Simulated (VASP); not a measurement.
# Ta2N (P-1) in VASP: single point with LDA

Aim: the single point of Ta2N with LDA.

Everything below comes from runs of VASP 6.6.1. Logs are shortened: lines on timing, memory, paths and dates and some standing lists are left out, and cuts for length are marked.

### Step 1. The cell of the first run

The typed cell holds 3 atoms: a = 3.063 Å, b = 3.124 Å, c = 4.452 Å, α = 90.00°, β = 90.00°, γ = 121.99°.

### Step 2. Single point, LDA (engineering shear strain xy -0.0467, normal strain along z -0.0700)

The input, INCAR:

```
PREC     = Accurate       # precision mode
ENCUT    = 520            # plane-wave cutoff, eV
EDIFF    = 1E-6           # SCF threshold, eV
ISMEAR   = 0              # smearing method
SIGMA    = 0.15           # smearing width, eV
LREAL    = F              # projectors in reciprocal space
LASPH    = T              # aspherical terms in the spheres
NELM     = 80             # most SCF steps
ALGO     = Normal         # electronic algorithm
ISIF     = 2              # what is computed and relaxed
LWAVE    = F              # write WAVECAR
LCHARG   = T              # write CHGCAR
LELF     = T              # ELF
LVHAR    = T            
NBANDS   = 20             # bands
```

The input, KPOINTS:

```
Automatic mesh
0
Gamma
  15 15 8
```

The input, POSCAR:

```
Ta2N
1.0
    3.0618406011     -0.0714939780      0.0000000000
   -1.5928359018      2.6873787319      0.0000000000
    0.0000000000      0.0000000000      4.4520612878
Ta N
2 1
Direct
    0.6666666667      0.3333333333      0.7466885012
    0.3333333333      0.6666666667      0.2533114988
    0.0000000000      0.0000000000      0.0000000000
```

Potentials or basis: VASP PAW LDA potentials, release 64 (Ta_pv, N).

On the command line:

```sh
> cat potpaw_LDA.64/Ta_pv/POTCAR potpaw_LDA.64/N/POTCAR > POTCAR
> mpirun -np 1 vasp_std > vasp.out
```

OUTCAR:

```text
PREC = Accurate
   ENCUT = 520
   EDIFF = 1E-6
   ISMEAR = 0
   LREAL = F
   LASPH = T
   NELM = 80
   ISIF = 2

 ion  position               nearest neighbor table
   1  0.667  0.333  0.747-   3 2.07   3 2.10   3 2.13   2 2.80   2 2.82   2 2.84   2 2.84   2 2.87
                             2 2.89
   2  0.333  0.667  0.253-   3 2.07   3 2.10   3 2.13   1 2.80   1 2.82   1 2.84   1 2.84   1 2.87
                             1 2.89
   3  0.000  0.000  0.000-   1 2.07   2 2.07   1 2.10   2 2.10   1 2.13   2 2.13

  LATTYP: Found a simple monoclinic cell.
 ALAT       =     3.0001379722
 B/A-ratio  =     1.4839521812
 C/A-ratio  =     1.0208447771
 COS(beta)  =    -0.4691584668

  Lattice vectors:

 A1 = (   1.4690046993,   2.6158847539,   0.0000000000)
 A2 = (   0.0000000000,   0.0000000000,  -4.4520612878)
 A3 = (  -3.0618406011,   0.0714939780,   0.0000000000)

Analysis of symmetry for initial positions (statically):
=====================================================================
 Subroutine PRICEL returns:
 Original cell was already a primitive cell.

 Routine SETGRP: Setting up the symmetry group for a
 simple monoclinic supercell.

 Subroutine GETGRP returns: Found  2 space group operations
 (whereof  2 operations were pure point group operations)
 out of a pool of  4 trial point group operations.

The static configuration has the point symmetry S_2 .

Analysis of symmetry for dynamics (positions and initial velocities):
=====================================================================
 Subroutine PRICEL returns:
 Original cell was already a primitive cell.

 Routine SETGRP: Setting up the symmetry group for a
 simple monoclinic supercell.

 Subroutine GETGRP returns: Found  2 space group operations
 (whereof  2 operations were pure point group operations)
 out of a pool of  4 trial point group operations.

The dynamic configuration has the point symmetry S_2 .

 Subroutine INISYM returns: Found  2 space group operations
 (whereof  2 operations are pure point group operations),
 and found     1 'primitive' translations

----------------------------------------------------------------------------------------

                                     Primitive cell

  volume of cell :      36.1260

  direct lattice vectors                    reciprocal lattice vectors
     3.061840601 -0.071493978  0.000000000     0.331184452  0.196296294  0.000000000
    -1.592835902  2.687378732  0.000000000     0.008810702  0.377332004  0.000000000
     0.000000000  0.000000000  4.452061288     0.000000000  0.000000000  0.224615057

  length of vectors
     3.062675180  3.123960733  4.452061288     0.384987502  0.377434855  0.224615057

  position of ions in fractional coordinates (direct lattice)
     0.666666667  0.333333333  0.746688501
     0.333333333  0.666666667  0.253311499
     0.000000000  0.000000000  0.000000000

  ion indices of the primitive-cell ions
   primitive index   ion index
                 1           1
                 2           2
                 3           3

----------------------------------------------------------------------------------------

 KPOINTS: Automatic mesh

Automatic generation of k-mesh.
 Grid dimensions read from file:
 generate k-points for:   15   15    8

 Generating k-lattice:

  Cartesian coordinates                     Fractional coordinates (reciprocal lattice)
     0.022078963  0.013086420  0.000000000     0.066666667  0.000000000  0.000000000
     0.000587380  0.025155467  0.000000000     0.000000000  0.066666667  0.000000000
     0.000000000  0.000000000  0.028076882     0.000000000  0.000000000  0.125000000

  Length of vectors
     0.025665833  0.025162324  0.028076882

  Shift w.r.t. Gamma in fractional coordinates (k-lattice)
     0.000000000  0.000000000  0.000000000

 Subroutine IBZKPT returns following result:
 ===========================================

 Found    901 irreducible k-points:

 Following reciprocal coordinates:
            Coordinates               Weight
  0.000000  0.000000  0.000000      1.000000
  0.066667 -0.000000  0.000000      2.000000
  0.133333 -0.000000  0.000000      2.000000
  0.200000 -0.000000  0.000000      2.000000
  0.266667 -0.000000  0.000000      2.000000
  0.333333 -0.000000  0.000000      2.000000
[... 16 lines left out ...]
 -0.066667  0.066667  0.000000      2.000000
 -0.000000  0.133333  0.000000      2.000000
 [... further k-points ...]
   k-points           NKPTS =    901   k-points in BZ     NKDIM =    901   number of bands    NBANDS=     20
   number of dos      NEDOS =    301   number of ions     NIONS =      3
   total plane-waves  NPLWV =  20736
   dimension x,y,z NGX =    24 NGY =   24 NGZ =   36
   dimension x,y,z NGXF=    48 NGYF=   48 NGZF=   72
   ions per type =               2   1
   NGX,Y,Z   is equivalent  to a cutoff of  13.03, 12.77, 13.44 a.u.
   NGXF,Y,Z  is equivalent  to a cutoff of  26.06, 25.54, 26.89 a.u.
 SYSTEM =  unknown system
   PREC   = accura    normal or accurate (medium, high low for compatibility)
   ISTART =      0    job   : 0-new  1-cont  2-samecut
   ICHARG =      2    charge: 1-file 2-atom 10-const
   ISPIN  =      1    spin polarized calculation?
   LNONCOLLINEAR =      F non collinear calculations
   LSORBIT =      F    spin-orbit coupling
   LASPH  =      T    aspherical Exc in radial PAW
   ENCUT  =  520.0 eV  38.22 Ry    6.18 a.u.   5.69  5.81  8.28*2*pi/ulx,y,z
   NELM   =     80;   NELMIN=  2; NELMDL= -5     # of ELM steps
   EDIFF  = 0.1E-05   stopping-criterion for ELM
   LREAL  =      F    real-space projection
   EDIFFG = 0.1E-04   stopping-criterion for IOM
   NSW    =      0    number of steps for IOM
   IBRION =     -1    ionic relax: 0-MD 1-quasi-New 2-CG
   NFREE  =      0    steps in history (QN), initial steepest desc. (CG)
   ISIF   =      2    stress and relaxation
   ISYM   =      2    0-nonsym 1-usesym 2-fastsym
   POTIM  = 0.5000    time-step for ionic-motion
   TEBEG  =    0.0;   TEEND  =   0.0 temperature during run
   PSTRESS=    0.0 pullay stress
   NELECT =      27.0000    total number of electrons
   NUPDOWN=      -1.0000    fix difference up-down
   EMIN   =  10.00;   EMAX   =-10.00  energy-range for DOS
   EFERMI =   0.00;   METHOD = LEGACY
   ISMEAR =     0;   SIGMA  =   0.15  broadening in eV -4-tet -1-fermi 0-gaus
   EFERMI_NEDOS =   21; number of points for ismear=-14 and -15
   IALGO  =     38    algorithm
   IMIX   =      4    mixing-type and parameters
     AMIX     =   0.40;   BMIX     =  1.00
     AMIX_MAG =   1.60;   BMIX_MAG =  1.00
  volume/ion in A,a.u.               =      12.04        81.26
  Fermi-wavevector in a.u.,A,eV,Ry     =   1.485671  2.807512 30.031040  2.207219
  Thomas-Fermi vector in A             =   2.599054
   LORBIT       =      0    0 simple, 1 ext, 2 COOP (PROOUT), +10 PAW based schemes
   GGA     = CA    functional components
   LHFCALC =     F    Hartree Fock is set to
   AEXX    =    0.0000 exact exchange contribution
   IVDW    =     0    specifies the selected vdW correction
   LEPSILON=     F    determine dielectric tensor
   LRPA    =     F    only Hartree local field effects (RPA)
 non-spin polarized calculation
 Gauss-broadening in eV      SIGMA  =   0.15
  energy-cutoff  :      520.00
  volume of cell :       36.13
 maximum number of plane-waves:       998
   NGX = 11   NGY = 11   NGZ = 17

 number of electron      27.0000000 magnetization

 Free energy of the ion-electron system (eV)
  ---------------------------------------------------
  ext. energy  EPLUGINS =         0.00000000
  ---------------------------------------------------
  free energy    TOTEN  =       -37.24633537 eV

  energy without entropy =      -37.23646006  energy(sigma->0) =      -37.24139771

 E-fermi :   8.4432     XC(G=0): -13.6920

 val. band max:        8.4411394343   @ k =   0.3333  -0.3333   0.3750
 cond. band min:       8.4461341744   @ k =   0.2667   0.0667   0.0000
 fundamental gap:      0.0049947401
 Fermi energy:         8.4432442947

 k-point     1 :       0.0000    0.0000    0.0000
  band No.  band energies     occupation
      1     -27.0791      2.00000
      2     -26.0349      2.00000
      3     -25.9642      2.00000
      4     -25.7716      2.00000
      5     -25.6980      2.00000
      6     -25.4170      2.00000
[... 12 lines left out ...]
     19      10.2111      0.00000
     20      14.8577      0.00000

 k-point     2 :       0.0667   -0.0000    0.0000
  band No.  band energies     occupation
      1     -27.0578      2.00000
      2     -26.0525      2.00000
      3     -26.0018      2.00000
      4     -25.7747      2.00000
      5     -25.7333      2.00000
      6     -25.4284      2.00000
[... 12 lines left out ...]
     19      10.4335      0.00000
     20      14.9831      0.00000

 k-point     3 :       0.1333   -0.0000    0.0000
  band No.  band energies     occupation
      1     -26.9957      2.00000
      2     -26.1182      2.00000
      3     -26.0897      2.00000
      4     -25.8488      2.00000
      5     -25.7670      2.00000
      6     -25.4628      2.00000
[... 12 lines left out ...]
     19      11.5302      0.00000
     20      14.9957      0.00000

 k-point     4 :       0.2000   -0.0000    0.0000
  band No.  band energies     occupation
      1     -26.8979      2.00000
      2     -26.2739      2.00000
      3     -26.1568      2.00000
      4     -25.9915      2.00000
      5     -25.7779      2.00000
      6     -25.5200      2.00000
[... 12 lines left out ...]
     19      12.8677      0.00000
     20      14.7016      0.00000

 k-point     5 :       0.2667   -0.0000    0.0000
  band No.  band energies     occupation
      1     -26.7747      2.00000
      2     -26.4559      2.00000
      3     -26.2261      2.00000
      4     -26.1431      2.00000
      5     -25.7932      2.00000
      6     -25.5993      2.00000
[... 12 lines left out ...]
     19      13.7701      0.00000
     20      14.7419      0.00000
[... 353 lines left out ...]
      6     -25.4967      2.00000
[... 12 lines left out ...]
     19      12.3245      0.00000
     20      14.7222      0.00000

 k-point    22 :      -0.1333    0.0667    0.0000
  band No.  band energies     occupation
      1     -27.0196      2.00000
      2     -26.1147      2.00000
      3     -26.0344      2.00000
      4     -25.8412      2.00000
      5     -25.7267      2.00000
      6     -25.4511      2.00000
[... 12 lines left out ...]
     19      11.0570      0.00000
     20      14.9014      0.00000

 k-point    23 :      -0.0667    0.0667    0.0000
  band No.  band energies     occupation
      1     -27.0602      2.00000
      2     -26.0662      2.00000
      3     -25.9791      2.00000
      4     -25.8030      2.00000
      5     -25.6987      2.00000
      6     -25.4282      2.00000
[... 12 lines left out ...]
     19      10.4873      0.00000
     20      14.8691      0.00000

 k-point    24 :      -0.0000    0.1333    0.0000
  band No.  band energies     occupation
      1     -27.0001      2.00000
      2     -26.1354      2.00000
      3     -26.0585      2.00000
      4     -25.8675      2.00000
      5     -25.7366      2.00000
      6     -25.4620      2.00000
[... 12 lines left out ...]
     19      11.4083      0.00000
     20      14.8462      0.00000

 [... further k-points ...]
[... 5 lines left out ...]
  --------------------------------------------------------------------------------------
  -------------------------------------------------------------------------------------
  Total        5.2029701      5.2253855     10.0120841      2.1952907     -0.0481322     -0.8305008
  in kB      230.7500712    231.7441849    444.0327483     97.3604462     -2.1346469    -36.8324486
  external PRESSURE =     302.1756681 kB  Pullay stress =       0.0000000 kB

 VOLUME and BASIS-vectors are now :
 -----------------------------------------------------------------------------
  energy-cutoff  :      520.00
  volume of cell :       36.13
      direct lattice vectors                 reciprocal lattice vectors
     3.061840601 -0.071493978  0.000000000     0.331184452  0.196296294  0.000000000
    -1.592835902  2.687378732  0.000000000     0.008810702  0.377332004  0.000000000
     0.000000000  0.000000000  4.452061288     0.000000000  0.000000000  0.224615057

 POSITION                                       TOTAL-FORCE (eV/Angst)
 -----------------------------------------------------------------------------------
      1.51028      0.84813      3.32430         0.079618      0.003386     -0.044624
     -0.04128      1.76775      1.12776        -0.079618     -0.003386      0.044624
      0.00000      0.00000      0.00000        -0.000000      0.000000      0.000000
 -----------------------------------------------------------------------------------
    total drift:                                0.000000     -0.000000      0.000000

  FREE ENERGIE OF THE ION-ELECTRON SYSTEM (eV)
  ---------------------------------------------------
  free  energy   TOTEN  =       -37.2463353679 eV

  energy  without entropy=      -37.2364600567  energy(sigma->0) =      -37.24139771
```

Wall time 23 min (1 thread of AMD EPYC 7R13, shared host); peak memory 0.6 GiB.

What came out:

* Free energy: -37.2463 eV
* Pressure: 30.2 GPa
* Largest force: 0.091 eV/Å

Forces on the atoms (eV/Å):
```
Ta   0.080  0.003 -0.045
Ta  -0.080 -0.003  0.045
N    0.000  0.000  0.000
```

Levels at points of the mesh, in eV from the Fermi level:
```csv
k point,band 11,band 12,band 13,band 14,band 15,band 16
"(0.00, 0.00, 0.00)",-4.39,-0.62,-0.29,-0.04,0.06,0.20
"(0.00, 0.00, 0.50)",-2.46,-2.07,-2.03,-1.25,2.33,2.41
```

Caveat: the cell differs from its parent crystal (engineering shear strain xy -0.0467, normal strain along z -0.0700); spin-orbit coupling is left out, which moves the levels of the heavy elements.
